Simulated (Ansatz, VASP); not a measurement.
## One calculation of BaTe, two programs

Contents of POSCAR:

```
BaTe
1.0
    0.0000000000      3.9141586740      3.9141586740
    3.9141586740      0.0000000000      3.9141586740
    3.9141586740      3.9141586740      0.0000000000
Ba Te
1 1
Direct
    0.0000000000      0.0000000000      0.0000000000
    0.2500000000      0.2500000000      0.2500000000
```

INCAR.step1

```
SYSTEM = BaTe
ALGO     = Normal         ! electronic algorithm
EDIFF    = 1E-4           ! SCF threshold, eV
ENCUT    = 520            ! plane-wave cutoff, eV
GGA      = PE             ! functional
ISMEAR   = 0              ! smearing method
LASPH    = .True.         ! aspherical terms in the spheres
LCHARG   = .False.        ! write CHGCAR
LREAL    = .False.        ! projectors in reciprocal space
LWAVE    = .True.         ! write WAVECAR
NBANDS   = 15             ! bands
NELM     = 80             ! most SCF steps
PREC     = Accurate       ! precision mode
SIGMA    = 0.01           ! smearing width, eV
```

Contents of INCAR.step2:

```
SYSTEM = BaTe
ALGO     = Normal         ! electronic algorithm
EDIFF    = 1E-7           ! SCF threshold, eV
ENCUT    = 520            ! plane-wave cutoff, eV
ISIF     = 2              ! what is computed and relaxed
ISMEAR   = 0              ! smearing method
ISTART   = 1            
LASPH    = .True.         ! aspherical terms in the spheres
LCHARG   = .True.         ! write CHGCAR
LELF     = .True.         ! ELF
LMIXTAU  = .True.       
LREAL    = .False.        ! projectors in reciprocal space
LVHAR    = .True.       
LWAVE    = .False.        ! write WAVECAR
METAGGA  = R2SCAN         ! meta-GGA
NBANDS   = 15             ! bands
NELM     = 80             ! most SCF steps
PREC     = Accurate       ! precision mode
SIGMA    = 0.01           ! smearing width, eV
```

The input KPOINTS:

```
k-points
0
Gamma
  6 6 6
  0 0 0
```

Input for Ansatz:

```yaml
crystal:
  lattice:
    - [0.0, 3.914158674, 3.914158674]
    - [3.914158674, 0.0, 3.914158674]
    - [3.914158674, 3.914158674, 0.0]
  atoms:
    - { symbol: Ba, position: [0.0, 0.0, 0.0] }
    - { symbol: Te, position: [0.25, 0.25, 0.25] }
kpoints:
  mp_grid: { grid: [6, 6, 6] }
  band_path:
    path:
      - [0.0, 0.0, 0.0]
      - [-0.5, -0.5, 0.0]
      - [-0.375, -0.375, 0.25]
      - [-0.375, 0.0, 0.375]
      - [0.0, 0.0, 0.5]
      - [-0.5, -0.25, 0.25]
      - [0.25, -0.5, -0.25]
    npoints: 1
hamiltonian:
  xc: r2scan
scf:
  occupations: { method: fixed }
  n_extra_bands: 4
output:
  forces: true
  stress: true
  eigenvalues: true
```

Alike in both runs: task single point; functional r2SCAN; k mesh 6 × 6 × 6; no spin polarisation.

|  | VASP | Ansatz |
| --- | --- | --- |
| version | VASP 6.6.1 | Ansatz 0.2.0 |
| potentials or method | VASP PAW PBE potentials, release 64 (Ba_sv, Te) | plane waves, PAW |
| plane-wave cutoff (eV) | 520 | 500 |
| occupations | gaussian, width 0.01 eV | fixed |
| valence electrons in the cell | 16 | 26 |

|  | VASP | Ansatz | Ansatz less VASP |
| --- | --- | --- | --- |
| gap on the k mesh at the Fermi level (eV) | 2.95 | 2.94 | -0.008 |
| pressure (GPa) | 0.2 | 0.0 | -0.20 |

VASP's potentials were made for PBE, not for r2SCAN. VASP's potentials hold 16 valence electrons a cell and Ansatz's 26, so a difference there can come from the potentials and not from the codes.

Neither program's run includes spin-orbit coupling.
